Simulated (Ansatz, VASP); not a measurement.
Two plane-wave programs on SiC

The input INCAR:

```
SYSTEM = SiC
PREC = Accurate
ENCUT = 520
EDIFF = 1E-6
ISMEAR = 0
SIGMA = 0.05
LREAL = .False.
LASPH = .True.
NELM = 60
ALGO = Normal
ISIF = 2
LWAVE = .False.
LCHARG = .True.
GGA = PE
LELF = .True.
LVHAR = .True.
NBANDS = 26
```

File KPOINTS:

```
Automatic mesh
0
Gamma
  10 10 3
  0 0 0
```

Contents of POSCAR:

```
SiC
1.0
   -3.0941201809      0.0000000000      0.0000000000
   -1.5470600905     -2.6795866790      0.0000000000
    0.0000000000      0.0000000000     11.6293391998
Si C
4 4
Direct
    0.6666666667      0.6666666667      0.0819139816
    0.3333333333      0.3333333333      0.5174219251
    1.0000000000      1.0000000000      0.7352241241
    1.0000000000      1.0000000000      0.2997161806
    0.6666666667      0.6666666667      0.7891468793
    0.3333333333      0.3333333333      0.3536389358
    0.0000000000      0.0000000000      0.5719506745
    0.0000000000      0.0000000000      0.1364427309
```

Input for Ansatz:

```yaml
crystal:
  lattice:
    - [-3.0941201809, 0.0, 0.0]
    - [-1.5470600905, -2.679586679, 0.0]
    - [0.0, 0.0, 11.6293391998]
  atoms:
    - { symbol: Si, position: [0.6666666667, 0.6666666667, 0.0819139816] }
    - { symbol: Si, position: [0.3333333333, 0.3333333333, 0.5174219251] }
    - { symbol: Si, position: [1.0, 1.0, 0.7352241241] }
    - { symbol: Si, position: [1.0, 1.0, 0.2997161806] }
    - { symbol: C, position: [0.6666666667, 0.6666666667, 0.7891468793] }
    - { symbol: C, position: [0.3333333333, 0.3333333333, 0.3536389358] }
    - { symbol: C, position: [0.0, 0.0, 0.5719506745] }
    - { symbol: C, position: [0.0, 0.0, 0.1364427309] }
basis:
  ecutwfc: 420
kpoints:
  mp_grid: { grid: [10, 10, 3] }
hamiltonian:
  xc: pbe
scf:
  occupations: { method: gaussian, width: 0.05 }
output:
  forces: true
  stress: true
  eigenvalues: true
```

Alike in both runs: task single point; functional PBE; k mesh 10 × 10 × 3; occupations gaussian, width 0.05 eV; no spin polarisation.

```csv
,VASP,Ansatz
version,VASP 6.6.1,Ansatz 0.2.0
potentials or method,"VASP PAW PBE potentials, release 64 (Si, C), cutoff 520 eV","scalar-relativistic, plane waves, PAW"
valence electrons in the cell,32,32
```

Ansatz gave:

* gap on the k mesh at the Fermi level (eV): 0.10
* least direct gap on the mesh (eV): 0.74
* pressure (GPa): -2.9
* traceless stress, the component that is largest in VASP (GPa): -6.31
* rms of the force components (eV/Å): 0.728

Problem. Which values does VASP return?

Solution. gap on the k mesh at the Fermi level (eV): 0.10; least direct gap on the mesh (eV): 0.74; pressure (GPa): -2.9; traceless stress, the component that is largest in VASP (GPa): -6.40; rms of the force components (eV/Å): 0.725.

Atom by atom the forces differ by 0.005 eV/Å (rms over components). With one functional, cell and mesh, what is left measures potentials, basis and numerics.
